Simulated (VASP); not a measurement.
## Si: single point with r2SCAN

Crystal: Si.

```
Si
1.0
     0.00000    2.65990    4.64324
     2.42227    0.00000    4.64324
     2.42227    2.65990    0.00000
Si
4
Direct
  0.72739 0.27261 0.72739
  0.27261 0.72739 0.27261
  0.77977 0.77977 0.22023
  0.22023 0.22023 0.77977
```

```
Program                : VASP 6.6.1
Task                   : single point
Functional             : r2SCAN
Potentials or basis    : VASP PAW PBE potentials, release 64 (Si)
Cutoff                 : 520 eV
k mesh                 : 8 × 8 × 8
Occupations            : methfessel-paxton, width 0.1 eV
Spin                   : no spin polarisation
Dipole correction      : no
Further INCAR settings : ALGO = Normal; EDIFF = 1e-06; NBANDS = 16
```

The pressure is 2.5 GPa. The largest force is 0.074 eV/Å. The band gap on the k mesh is zero (bands 8 and 9 overlap by 3.95 eV).

Forces on the atoms (eV/Å):
```
Si   0.000  0.058  0.000
Si   0.000 -0.058  0.000
Si   0.000  0.000 -0.074
Si   0.000  0.000  0.074
```

Stress tensor (GPa, compression positive):
```
2.60 0.00 0.00
0.00 3.19 0.00
0.00 0.00 1.58
```

Levels at points of the mesh, in eV from the Fermi level:
```csv
k point,band 4,band 5,band 6,band 7,band 8,band 9,band 10,band 11,band 12,band 13
"(0.00, 0.00, 0.00)",-2.97,-2.50,-2.45,-2.07,-1.84,-1.29,1.50,2.11,5.42,6.57
"(0.50, 0.00, 0.00)",-7.60,-1.78,-1.45,-1.36,0.28,0.39,0.54,3.40,3.44,4.86
"(0.50, 0.50, 0.00)",-3.86,-2.85,-2.60,0.00,1.07,1.91,3.00,3.31,3.66,4.18
"(0.50, 0.00, 0.50)",-7.22,-5.90,-5.46,-3.12,-2.66,-2.15,-1.82,5.57,6.62,8.00
"(0.00, 0.50, 0.50)",-7.30,-7.30,-6.84,-2.71,-2.24,-1.74,1.56,4.89,5.61,6.11
```

Wall time 7.6 min on 1 thread of Intel Xeon 8259CL, on a shared host, peak memory 0.24 GiB.

Caveat: the PAW data sets were made with another functional, which shifts forces and pressure a little.
